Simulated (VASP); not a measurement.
Write the native input for VASP 6.6.1 that does the following.

| Property | Result |
| --- | --- |
| Task | single point |
| Functional | PBE |
| Potentials or basis | VASP PAW PBE potentials, release 64 (Al, O) |
| Cutoff | 520 eV |
| k mesh | 9 × 9 × 7 |
| Occupations | fermi-dirac, width 0.05 eV |
| Spin | no spin polarisation |
| Dipole correction | no |
| Further INCAR settings | ALGO = Normal; EDIFF = 1e-07; NBANDS = 24 |

The structure of AlO2 lies in POSCAR:

```
AlO2
1.0
    1.5173490570     -5.5087978042      0.0000000000
    1.5173490570      5.5087978042      0.0000000000
    0.0000000000      0.0000000000      3.7181323536
Al O
2 4
Direct
    0.6681330000      0.3318670000      0.7500000000
    0.3318670000      0.6681330000      0.2500000000
    0.0610720000      0.9389280000      0.7500000000
    0.9389280000      0.0610720000      0.2500000000
    0.2941840000      0.7058160000      0.7500000000
    0.7058160000      0.2941840000      0.2500000000
```

One way to write it, as run:

INCAR

```
PREC = Accurate
ENCUT = 520
EDIFF = 1E-7
ISMEAR = -1
SIGMA = 0.05
LREAL = False
LASPH = True
NELM = 100
ALGO = Normal
ISIF = 2
LWAVE = False
LCHARG = False
GGA = PE
NBANDS = 24
```

KPOINTS

```
regular mesh
0
Gamma
  9 9 7
```

Potentials or basis: VASP PAW PBE potentials, release 64 (Al, O).

The run is started by

```console
$ cat potpaw_PBE.64/Al/POTCAR potpaw_PBE.64/O/POTCAR > POTCAR
$ mpirun -np 1 vasp_std > vasp.out
```

It gave:

* Pressure: -10.5 GPa
* Largest force: 0.201 eV/Å
* Band gap on the k mesh: zero (band 15 reaches 3.65 eV, above the bottom of band 16 at 3.27 eV)

It took 2.8 min on 1 thread of Intel(R) Xeon(R) Platinum 8559C (Emerald Rapids), on a shared host, peak memory 0.27 GiB.
